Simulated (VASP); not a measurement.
# B2AsH2: relaxation of cell and atoms with PBE

B2AsH2:

```xyz
5
Lattice="2.6579 0.0000 0.0000 -1.3289 2.3018 0.0000 0.0000 0.0000 9.4435" Properties=species:S:1:pos:R:3 pbc="T T T"
B     1.3289    0.7673    4.2265
B     0.0000    1.5345    5.2170
H     1.3289    0.7673    3.0352
H     0.0000    1.5345    6.4084
As    0.0000    0.0000    0.0000
```

The cell was generated, and may not be a known phase.

* Program: VASP 6.6.1
* Task: relaxation of cell and atoms
* Functional: PBE
* Potentials or basis: VASP PAW PBE potentials, release 64 (B, H, As)
* Cutoff: 600 eV
* k mesh: 18 × 18 × 4
* Occupations: gaussian, width 0.1 eV
* Spin: no spin polarisation
* Dipole correction: no
* Further INCAR settings: ALGO = Normal; EDIFF = 1e-06; IBRION = 2; EDIFFG = -0.01; NSW = 100; ISIF = 3

```
Relaxed volume                        : 12.32 Å³/atom
Relaxed cell                          : a = 2.648 Å, b = 2.648 Å, c = 10.144 Å, α = 90.00°, β = 90.00°, γ = 120.00°
Space group after relaxing (to 0.1 Å) : P-3m1 (No. 164)
Energy gained by relaxing             : 4.0 meV/atom
Ionic steps                           : 23
Pressure after relaxing               : 0.1 GPa
Largest force after relaxing          : 0.008 eV/Å
Band gap on the k mesh                : zero (an odd number of electrons rules out a gap without spin polarisation)
```

Forces in eV/Å, atoms in the order of the input:
```
B    0.000  0.000  0.008
B    0.000  0.000 -0.008
H    0.000  0.000  0.005
H    0.000  0.000 -0.005
As   0.000  0.000  0.000
```

Stress tensor (GPa, compression positive):
```
0.02 0.00 0.00
0.00 0.02 0.00
0.00 0.00 0.12
```

Step by step:
```tsv
step	energy change (eV)	largest force (eV/Å)	pressure (GPa)	volume (Å³)
1	0.0000	0.3730	0.29	57.77
2	-0.0004	0.5577	0.16	57.95
3	-0.0045	0.1026	0.21	57.86
4	-0.0066	0.1594	-0.33	58.04
5	-0.0069	0.0949	-0.20	58.00
6	-0.0078	0.0817	0.04	57.92
7	-0.0085	0.0589	0.48	57.79
8	-0.0094	0.0420	0.48	57.94
9	-0.0111	0.1862	0.44	58.41
10	-0.0105	0.4874	0.44	59.34
11	-0.0115	0.3074	0.44	58.78
12	-0.0116	0.3047	0.44	58.81
13	-0.0121	0.2967	0.41	58.90
14	-0.0129	0.2811	0.36	59.08
15	-0.0143	0.2500	0.23	59.44
16	-0.0165	0.1902	0.02	60.16
17	-0.0185	0.0740	-0.34	61.62
18	-0.0186	0.0411	-0.43	62.04
19	-0.0191	0.0030	-0.38	61.97
20	-0.0195	0.1088	-0.24	61.81
21	-0.0199	0.0638	-0.11	61.71
22	-0.0200	0.0027	0.06	61.59
23	-0.0201	0.0077	0.05	61.60
```

Final structure:
```cif
data_structure
_symmetry_space_group_name_H-M 'P 1'
_symmetry_Int_Tables_number 1
_cell_length_a 2.6479
_cell_length_b 2.6479
_cell_length_c 10.1444
_cell_angle_alpha 90.000
_cell_angle_beta 90.000
_cell_angle_gamma 120.000
_cell_volume 61.60
loop_
_atom_site_label
_atom_site_type_symbol
_atom_site_fract_x
_atom_site_fract_y
_atom_site_fract_z
_atom_site_occupancy
B1 B 0.66667 0.33333 0.44978 1
B2 B 0.33333 0.66667 0.55022 1
H1 H 0.66667 0.33333 0.33264 1
H2 H 0.33333 0.66667 0.66736 1
As1 As 0.00000 0.00000 0.00000 1
```

Levels at points of the mesh, in eV from the Fermi level:
```csv
k point,band 4,band 5,band 6,band 7,band 8,band 9
"(0.00, 0.00, 0.00)",-4.23,-3.95,4.39,5.18,5.30,5.30
"(0.50, 0.00, 0.00)",-6.15,-3.88,-2.69,0.76,1.90,4.45
"(0.00, 0.00, 0.50)",-4.65,-3.47,3.31,5.30,5.30,7.46
"(0.50, 0.00, 0.50)",-6.15,-3.88,-2.69,0.74,1.90,4.45
```

It took 27 min on 1 thread of Intel Xeon 8259CL, with other jobs on the host, peak memory 0.32 GiB.

Caveat: this functional lacks dispersion, which binds layers or chains, so the pressure and a relaxed spacing across them are unreliable; an odd number of electrons without spin polarisation forces a metal; a magnetic or distorted state may lie lower.
